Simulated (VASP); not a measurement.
Here is a VASP 6.6.1 calculation.

File INCAR:

```
PREC     = Accurate       # precision mode
ENCUT    = 520            # plane-wave cutoff, eV
EDIFF    = 1E-6           # SCF threshold, eV
ISMEAR   = 0              # smearing method
SIGMA    = 0.1            # smearing width, eV
LREAL    = False          # projectors in reciprocal space
LASPH    = True           # aspherical terms in the spheres
NELM     = 80             # most SCF steps
ALGO     = Normal         # electronic algorithm
ISIF     = 2              # what is computed and relaxed
LWAVE    = False          # write WAVECAR
LCHARG   = False          # write CHGCAR
GGA      = PE             # functional
NBANDS   = 9              # bands
```

File KPOINTS:

```
regular mesh
0
Gamma
  21 21 12
```

POSCAR

```
Be
1.0
    2.2857323050      0.0000000000      0.0000000000
   -1.1428661525      1.9795022424      0.0000000000
    0.0000000000      0.0000000000      3.5983295693
Be
2
Direct
    0.3333333333      0.6666666667      0.2500000000
    0.6666666667      0.3333333333      0.7500000000
```

Potentials or basis: VASP PAW PBE potentials, release 64 (Be).

Run with:

```console
$ cat potpaw_PBE.64/Be/POTCAR > POTCAR
$ mpirun -np 1 vasp_std > vasp.out
```

Predict the pressure.

-3.3 GPa.

What does it give for the band gap on the k mesh?

Zero (bands 2 and 3 overlap by 2.06 eV).

Caveat: the cell stands under tension.
